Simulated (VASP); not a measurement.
# C (Fmmm) in VASP: a series of runs

C is run at these levels: PBE+D3(BJ); tasks: phonons.

All numbers are computed with VASP 6.6.1; they aren't measurements. Logs are shortened: lines on timing, memory, paths and dates and some standing lists are left out, and cuts for length are marked.

**1. The cell of the first run**

The structure is orthorhombic, space group Fmmm (No. 69). The conventional cell has a = 2.460 Å, b = 4.258 Å, c = 6.394 Å, α = 90.00°, β = 90.00°, γ = 90.00°. Within 1.9 Å of C (site symmetry m2m) lie 3 C at 1.42 Å.

**2. Phonons, PBE+D3(BJ)**

INCAR reads:

```
ALGO     = Normal         # electronic algorithm
EDIFF    = 1E-8           # SCF threshold, eV
ENCUT    = 520            # plane-wave cutoff, eV
GGA      = PE             # functional
IBRION   = 6              # ionic algorithm
ISIF     = 2              # what is computed and relaxed
ISMEAR   = 0              # smearing method
IVDW     = 12             # dispersion correction
LASPH    = T              # aspherical terms in the spheres
LCHARG   = F              # write CHGCAR
LREAL    = F              # projectors in reciprocal space
LWAVE    = F              # write WAVECAR
NBANDS   = 11             # bands
NELM     = 100            # most SCF steps
NFREE    = 2            
NSW      = 1              # ionic steps
POTIM    = 0.015          # step
PREC     = Accurate       # precision mode
SIGMA    = 0.02           # smearing width, eV
```

KPOINTS reads:

```
k-points
0
Gamma
  18 18 18
```

POSCAR reads:

```
C
1.0
    0.0000000000      2.1287833020      3.1967521143
    1.2301487632      0.0000000000      3.1967521143
    1.2301487632      2.1287833020      0.0000000000
C
2
Direct
    0.1667065231      0.8332934769      0.1667065231
    0.8332934769      0.1667065231      0.8332934769
```

Potentials or basis: VASP PAW PBE potentials, release 64 (C).

Started as:

```bash
> cat potpaw_PBE.64/C/POTCAR > POTCAR
> mpirun -np 1 vasp_std > vasp.out
```

OUTCAR:

```text
EDIFF = 1E-8
   ENCUT = 520
   GGA = PE
   IBRION = 6
   ISIF = 2
   ISMEAR = 0
   IVDW = 12
   LASPH = T
   LREAL = F
   NELM = 100
   NFREE = 2
   NSW = 1
   POTIM = 0.015
   PREC = Accurate
 IVDW          = 12

 ion  position               nearest neighbor table
   1  0.167  0.833  0.167-   2 1.42   2 1.42   2 1.42
   2  0.833  0.167  0.833-   1 1.42   1 1.42   1 1.42

  LATTYP: Found a face centered orthorhombic cell.
 ALAT       =     2.4602975264
 B/A-ratio  =     1.7305088341
 C/A-ratio  =     2.5986711607

  Lattice vectors:

 A1 = (   0.0000000000,   2.1287833020,   3.1967521143)
 A2 = (   1.2301487632,   0.0000000000,   3.1967521143)
 A3 = (   1.2301487632,   2.1287833020,   0.0000000000)

Analysis of symmetry for initial positions (statically):
=====================================================================
 Subroutine PRICEL returns:
 Original cell was already a primitive cell.

 Routine SETGRP: Setting up the symmetry group for a
 face centered orthorhombic supercell.

 Subroutine GETGRP returns: Found  8 space group operations
 (whereof  8 operations were pure point group operations)
 out of a pool of  8 trial point group operations.

The static configuration has the point symmetry D_2h.

Analysis of symmetry for dynamics (positions and initial velocities):
=====================================================================
 Subroutine PRICEL returns:
 Original cell was already a primitive cell.

 Routine SETGRP: Setting up the symmetry group for a
 face centered orthorhombic supercell.

 Subroutine GETGRP returns: Found  8 space group operations
 (whereof  8 operations were pure point group operations)
 out of a pool of  8 trial point group operations.

The dynamic configuration has the point symmetry D_2h.

 Subroutine INISYM returns: Found  8 space group operations
 (whereof  8 operations are pure point group operations),
 and found     1 'primitive' translations

----------------------------------------------------------------------------------------

                                     Primitive cell

  volume of cell :      16.7428

  direct lattice vectors                    reciprocal lattice vectors
     0.000000000  2.128783302  3.196752114    -0.406454906  0.234875950  0.156408749
     1.230148763  0.000000000  3.196752114     0.406454906 -0.234875950  0.156408749
     1.230148763  2.128783302  0.000000000     0.406454906  0.234875950 -0.156408749

  length of vectors
     3.840695566  3.425272261  2.458654983     0.494809053  0.494809053  0.494809053

  position of ions in fractional coordinates (direct lattice)
     0.166706523  0.833293477  0.166706523
     0.833293477  0.166706523  0.833293477

  ion indices of the primitive-cell ions
   primitive index   ion index
                 1           1
                 2           2

----------------------------------------------------------------------------------------

 KPOINTS: k-points

Automatic generation of k-mesh.
 Grid dimensions read from file:
 generate k-points for:   18   18   18

 Generating k-lattice:

  Cartesian coordinates                     Fractional coordinates (reciprocal lattice)
    -0.022580828  0.013048664  0.008689375     0.055555556  0.000000000  0.000000000
     0.022580828 -0.013048664  0.008689375    -0.000000000  0.055555556 -0.000000000
     0.022580828  0.013048664 -0.008689375     0.000000000  0.000000000  0.055555556

  Length of vectors
     0.027489392  0.027489392  0.027489392

  Shift w.r.t. Gamma in fractional coordinates (k-lattice)
     0.000000000  0.000000000  0.000000000

 Subroutine IBZKPT returns following result:
 ===========================================

 Found    865 irreducible k-points:

[... 41 lines left out ...]
   LSORBIT =      F    spin-orbit coupling
   LASPH  =      T    aspherical Exc in radial PAW
   ENCUT  =  520.0 eV  38.22 Ry    6.18 a.u.   7.14  6.37  4.57*2*pi/ulx,y,z
   NELM   =    100;   NELMIN=  2; NELMDL= -5     # of ELM steps
   EDIFF  = 0.1E-07   stopping-criterion for ELM
   LREAL  =      F    real-space projection
   EDIFFG = 0.1E-06   stopping-criterion for IOM
   NSW    =     61    number of steps for IOM
   IBRION =      6    ionic relax: 0-MD 1-quasi-New 2-CG
   NFREE  =      2    steps in history (QN), initial steepest desc. (CG)
   ISIF   =      2    stress and relaxation
   ISYM   =      2    0-nonsym 1-usesym 2-fastsym
   POTIM  = 0.0150    time-step for ionic-motion
   TEBEG  =    0.0;   TEEND  =   0.0 temperature during run
   PSTRESS=    0.0 pullay stress
   NELECT =       8.0000    total number of electrons
   NUPDOWN=      -1.0000    fix difference up-down
   EMIN   =  10.00;   EMAX   =-10.00  energy-range for DOS
   EFERMI =   0.00;   METHOD = LEGACY
   ISMEAR =     0;   SIGMA  =   0.02  broadening in eV -4-tet -1-fermi 0-gaus
   EFERMI_NEDOS =   21; number of points for ismear=-14 and -15
   IALGO  =     38    algorithm
   IMIX   =      4    mixing-type and parameters
     AMIX     =   0.40;   BMIX     =  1.00
     AMIX_MAG =   1.60;   BMIX_MAG =  1.00
  volume/ion in A,a.u.               =       8.37        56.49
  Fermi-wavevector in a.u.,A,eV,Ry     =   1.279859  2.418583 22.286876  1.638039
  Thomas-Fermi vector in A             =   2.412320
   LORBIT       =      0    0 simple, 1 ext, 2 COOP (PROOUT), +10 PAW based schemes
   GGA     = PE    functional components
   LHFCALC =     F    Hartree Fock is set to
   AEXX    =    0.0000 exact exchange contribution
   IVDW    =    12    specifies the selected vdW correction
   LEPSILON=     F    determine dielectric tensor
   LRPA    =     F    only Hartree local field effects (RPA)
 finite differences with symmetry
 non-spin polarized calculation
 Gauss-broadening in eV      SIGMA  =   0.02
  energy-cutoff  :      520.00
  volume of cell :       16.74
 maximum number of plane-waves:       466
 NGX is ok and might be reduce to    30
   NGX = 15   NGY = 13   NGZ =  9

--------------------------------------- Ionic step        1  -------------------------------------------

 number of electron       8.0000000 magnetization

 Free energy of the ion-electron system (eV)
  ---------------------------------------------------
  ext. energy  EPLUGINS =         0.00000000
  ---------------------------------------------------
  free energy    TOTEN  =       -18.39108347 eV

  energy without entropy =      -18.39108344  energy(sigma->0) =      -18.39108346

------------------------ aborting loop because EDIFF is reached ----------------------------------------

 Edisp (eV)   -0.33109

 E8    (eV) :    -0.0944
[... 231 lines left out ...]
--------------------------------------- Ionic step        7  -------------------------------------------

 number of electron       8.0000000 magnetization

 Free energy of the ion-electron system (eV)
  ---------------------------------------------------
  ext. energy  EPLUGINS =         0.00000000
  ---------------------------------------------------
  free energy    TOTEN  =       -18.38923705 eV

  energy without entropy =      -18.38923702  energy(sigma->0) =      -18.38923703

 E-fermi :   5.1583     XC(G=0): -10.6693

 val. band max:        5.1068446622   @ k =   0.5000   0.1667   0.6111
 cond. band min:       5.2085033833   @ k =  -0.2222   0.1111   0.3333
 fundamental gap:      0.1016587211
 Fermi energy:         5.1583443775

 k-point     1 :       0.0000    0.0000    0.0000
  band No.  band energies     occupation
      1     -14.6072      2.00000
      2      -1.1290      2.00000
      3       2.1644      2.00000
      4       2.1917      2.00000
      5       9.8645      0.00000
      6      13.5390      0.00000
      7      13.6373      0.00000
      8      16.6141      0.00000
      9      17.9758      0.00000
     10      27.9207      0.00000
     11      31.8049      0.00000
[... 309 lines left out ...]
 k-point    24 :      -0.2222    0.0556   -0.0000
  band No.  band energies     occupation
      1     -12.7466      2.00000
      2      -2.9107      2.00000
      3      -0.1241      2.00000
      4       0.6806      2.00000
      5      11.1612      0.00000
      6      12.4610      0.00000
      7      13.3195      0.00000
      8      19.6259      0.00000
      9      21.4645      0.00000
     10      23.6894      0.00000
     11      28.5550      0.00000

 [... further k-points ...]

------------------------ aborting loop because EDIFF is reached ----------------------------------------

 Edisp (eV)   -0.33109

 E8    (eV) :    -0.0944
[... 25 lines left out ...]
  FREE ENERGIE OF THE ION-ELECTRON SYSTEM (eV)
  ---------------------------------------------------
  free  energy   TOTEN  =       -18.7203292298 eV

  energy  without entropy=      -18.7203292003  energy(sigma->0) =      -18.72032922

 INTERNAL STRAIN TENSORS FROM DISPLACED ATOMS
 ============================================

 INTERNAL STRAIN TENSOR FOR ION    1 for displacements in x,y,z  (eV/Angst):
          X           Y           Z          XY          YZ          ZX
  --------------------------------------------------------------------------------
  x     0.00000     0.00000    -0.00000    11.63326     0.00000     0.00000
  y    12.03437   -12.27068     0.12227     0.00000     0.00000     0.00000
  z     0.00000     0.00000     0.00000     0.00000    -0.28984     0.00000

 INTERNAL STRAIN TENSOR FOR ION    2 for displacements in x,y,z  (eV/Angst):
          X           Y           Z          XY          YZ          ZX
  --------------------------------------------------------------------------------
  x     0.00000     0.00000     0.00000   -11.63326     0.00000     0.00000
  y   -12.03437    12.27068    -0.12227     0.00000     0.00000     0.00000
  z     0.00000     0.00000     0.00000     0.00000     0.28984     0.00000

 Eigenvectors and eigenvalues of the dynamical matrix
 ----------------------------------------------------

   1 f  =   47.233448 THz   296.776507 2PiTHz 1575.538240 cm-1   195.341758 meV
             X         Y         Z           dx          dy          dz
      1.230149  0.709764  3.196752     0.000000   -0.707107    0.000000
      1.230149  3.547802  3.196752    -0.000000    0.707107    0.000000
[... 11 lines left out ...]
   4 f  =    0.000001 THz     0.000003 2PiTHz    0.000017 cm-1     0.000002 meV
             X         Y         Z           dx          dy          dz
      1.230149  0.709764  3.196752    -0.291876    0.644056    0.000000
      1.230149  3.547802  3.196752    -0.291876    0.644056    0.000000

   5 f/i=    0.000000 THz     0.000001 2PiTHz    0.000005 cm-1     0.000001 meV
             X         Y         Z           dx          dy          dz
      1.230149  0.709764  3.196752     0.000000    0.000000    0.707107
      1.230149  3.547802  3.196752     0.000000    0.000000    0.707107

   6 f/i=    0.000000 THz     0.000001 2PiTHz    0.000008 cm-1     0.000001 meV
             X         Y         Z           dx          dy          dz
      1.230149  0.709764  3.196752     0.644056    0.291876    0.000000
      1.230149  3.547802  3.196752     0.644056    0.291876    0.000000

 ELASTIC MODULI CONTR FROM IONIC RELAXATION (kBar)
 Direction    XX          YY          ZZ          XY          YZ          ZX
 --------------------------------------------------------------------------------
 XX        -252.8028    257.7670     -2.5685      0.0000      0.0000      0.0000
 YY         257.7670   -262.8286      2.6189     -0.0000     -0.0000      0.0000
 ZZ          -2.5685      2.6189     -0.0261      0.0000      0.0000      0.0000
 XY           0.0000     -0.0000      0.0000   -238.6040      0.0000      0.0000
 YZ           0.0000     -0.0000      0.0000      0.0000     -0.4903      0.0000
 ZX           0.0000      0.0000      0.0000      0.0000      0.0000      0.0000
 --------------------------------------------------------------------------------
```

Wall time 8.3 min (1 thread of Intel Xeon 6975P-C (Granite Rapids), shared host); peak memory 0.57 GiB.

What came out:

* Highest phonon frequency at Γ: 1576 cm⁻¹
* Dispersion energy per atom: -0.166 eV

Phonon frequencies in cm⁻¹ (negative: imaginary):
```csv
q point,frequencies
"(0.000, 0.000, 0.000)",0 0 0 862 1568 1576
```

Caveat: the cell stands under pressure or tension, which shifts response properties.

(Continued in part 2 of 2.)
